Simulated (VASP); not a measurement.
# Ag: single point with PBEsol

The system is Ag.

```
Ag
1.0
     2.93000    0.00000    0.00000
    -1.46500    2.53745    0.09515
     0.00000    0.17963    4.79000
Ag
2
Direct
  0.33333 0.66667 0.25000
  0.66667 0.33333 0.75000
```

This cell differs from its parent crystal: strain +0.0750 x Voigt [0, 0, 0, 1, 0, 0].

```json
{"Program": "VASP 6.6.1", "Task": "single point", "Functional": "PBEsol", "Potentials or basis": "VASP PAW PBE potentials, release 64 (Ag)", "Cutoff": "500 eV", "k mesh": "18 × 18 × 10", "Occupations": "gaussian, width 0.15 eV", "Spin": "no spin polarisation", "Dipole correction": "no", "Further INCAR settings": "ALGO = Normal; EDIFF = 1e-06; NBANDS = 18"}
```

* Pressure: -6.1 GPa
* Largest force: 0.034 eV/Å
* Band gap on the k mesh: zero (bands 11 and 12 overlap by 6.96 eV)

Forces on the atoms (eV/Å):
```
Ag   0.000 -0.033  0.008
Ag   0.000  0.033 -0.008
```

Stress tensor (GPa, compression positive):
```
-6.33  0.00  0.00
 0.00 -6.45 -1.64
 0.00 -1.64 -5.47
```

Levels at points of the mesh, in eV from the Fermi level:
```
           k point  band 9  band 10  band 11  band 12  band 13  band 14
(0.00, 0.00, 0.00)   -3.91    -3.04    -3.03    -0.31     3.39    15.54
(0.50, 0.00, 0.00)   -2.85    -2.77     0.11     1.45     6.31     7.35
(0.00, 0.50, 0.00)   -2.84    -2.76     0.12     1.47     5.83     7.85
(0.00, 0.00, 0.50)   -3.48    -3.47    -3.17    -3.16    10.84    10.84
(0.50, 0.00, 0.50)   -2.83    -2.79     0.58     0.99     4.03     4.68
(0.00, 0.50, 0.50)   -2.87    -2.78     0.39     1.22     3.73     5.03
```

It took 10 min on 1 thread of Oxide Virtual Turin-like Processor, with other jobs on the host, peak memory 0.47 GiB.

Caveat: the cell differs from its parent crystal (strain +0.0750 x Voigt [0, 0, 0, 1, 0, 0]); the cell stands under tension; the PAW data sets were made with another functional, which shifts forces and pressure a little.
